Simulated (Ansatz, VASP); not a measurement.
# One calculation of Nb, two programs

File INCAR:

```
PREC = Accurate ; ENCUT = 520
EDIFF = 1E-6 ; ISMEAR = -1
SIGMA = 0.05 ; LREAL = F
LASPH = T ; NELM = 150
ALGO = Normal ; ISIF = 2
LWAVE = F ; LCHARG = F
LMAXMIX = 4 ; LDAU = T
LDAUTYPE = 2 ; LDAUL = 2
LDAUU = 2 ; LDAUJ = 0
LDAUPRINT = 1 ; GGA = CA
NBANDS = 12
```

File KPOINTS:

```
regular mesh
0
Gamma
  11 11 11
```

Contents of POSCAR:

```
Nb
1.0
    0.0000000000      2.0973694408      2.0973694408
    2.0973694408      0.0000000000      2.0973694408
    2.0973694408      2.0973694408      0.0000000000
Nb
1
Direct
    0.0000000000      0.0000000000      0.0000000000
```

File input.yaml:

```yaml
crystal:
  lattice:
    - [0.0, 2.0973694408, 2.0973694408]
    - [2.0973694408, 0.0, 2.0973694408]
    - [2.0973694408, 2.0973694408, 0.0]
  atoms:
    - { symbol: Nb, position: [0.0, 0.0, 0.0] }
hamiltonian:
  xc: lda
  pseudopotentials: { kind: paw, accuracy: stringent, xc_functional: pbe }
  hubbard: { sites: [{ species: Nb, l: d, u_eff: 2.0 }] }
kpoints:
  mp_grid: { grid: [11, 11, 11] }
scf:
  occupations: { method: fermi_dirac, width: 0.05 }
output:
  forces: true
  stress: true
  eigenvalues: true
  write_density: true
  write_potential: true
  elf: true
  volumetric_format: npy
```

Alike in both runs: task single point; functional LDA; k mesh 11 × 11 × 11; occupations fermi-dirac, width 0.05 eV; no spin polarisation; Hubbard terms Nb d U = 2.0 eV.

|  | VASP | Ansatz |
| --- | --- | --- |
| version | VASP 6.6.1 | Ansatz 0.2.0 |
| potentials or method | VASP PAW LDA potentials, release 64 (Nb_sv) | SSSP precision PAW |
| plane-wave cutoff (eV) | 520 | 544 |
| valence electrons in the cell | 13 | 13 |

```csv
,VASP,Ansatz,Ansatz less VASP
gap on the k mesh at the Fermi level (eV),none,none,-
pressure (GPa),-1.9,-5.9,-3.92
```

LDA's correlation is that of Perdew and Zunger in VASP and of Perdew and Wang (1992) in Ansatz. The programs project onto different local orbitals, so the same U acts differently, and such runs can settle in different states. A gap of «none» marks a metal or a gap that the smearing closes.
